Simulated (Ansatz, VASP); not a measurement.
Two plane-wave programs on Re

The input INCAR:

```
SYSTEM = Re
PREC = Accurate
ENCUT = 520
EDIFF = 1E-7
ISMEAR = 0
SIGMA = 0.15
LREAL = .False.
LASPH = .True.
NELM = 100
ALGO = Fast
ISIF = 2
LWAVE = .False.
LCHARG = .False.
GGA = PS
NBANDS = 10
```

Contents of KPOINTS:

```
Automatic mesh
0
Gamma
  20 20 20
  0 0 0
```

File POSCAR:

```
Re
1.0
    0.0000000000      1.9009375000      1.9750000000
    2.0490625000      0.0000000000      1.9750000000
    2.0490625000      1.9009375000      0.0000000000
Re
1
Direct
    0.0000000000      0.0000000000      0.0000000000
```

Input for Ansatz:

```yaml
crystal:
  lattice:
    - [0.0, 1.9009375, 1.975]
    - [2.0490625, 0.0, 1.975]
    - [2.0490625, 1.9009375, 0.0]
  atoms:
    - { symbol: Re, position: [0.0, 0.0, 0.0] }
basis:
  ecutwfc: 420
kpoints:
  mp_grid: { grid: [20, 20, 20] }
hamiltonian:
  xc: pbesol
scf:
  occupations: { method: gaussian, width: 0.15 }
output:
  forces: true
  stress: true
  eigenvalues: true
```

Change from the starting cell: strain +0.0375 x Voigt [1, -1, 0, 0, 0, 0], atoms carried along.

Alike in both runs: task single point; functional PBEsol; k mesh 20 × 20 × 20; occupations gaussian, width 0.15 eV; no spin polarisation.

|  | VASP | Ansatz |
| --- | --- | --- |
| version | VASP 6.6.1 | Ansatz 0.2.0 |
| potentials or method | VASP PAW PBE potentials, release 64 (Re), cutoff 520 eV | scalar-relativistic, plane waves, PAW |
| valence electrons in the cell | 7 | 15 |

|  | VASP | Ansatz | Ansatz less VASP |
| --- | --- | --- | --- |
| gap on the k mesh at the Fermi level (eV) | none | none | - |
| pressure (GPa) | -18.0 | -17.5 | +0.44 |
| traceless stress, the component that is largest in VASP (GPa) | -10.10 | -10.20 | -0.103 |

VASP's potentials were made for PBE, not for PBEsol. A gap of «none» marks a metal or a gap that the smearing closes. The functional is the same, so the differences come from potentials, cutoffs and numerics. VASP's potentials hold 7 valence electrons a cell and Ansatz's 15, so a difference there can come from the potentials and not from the codes.

Spin-orbit coupling is off throughout.
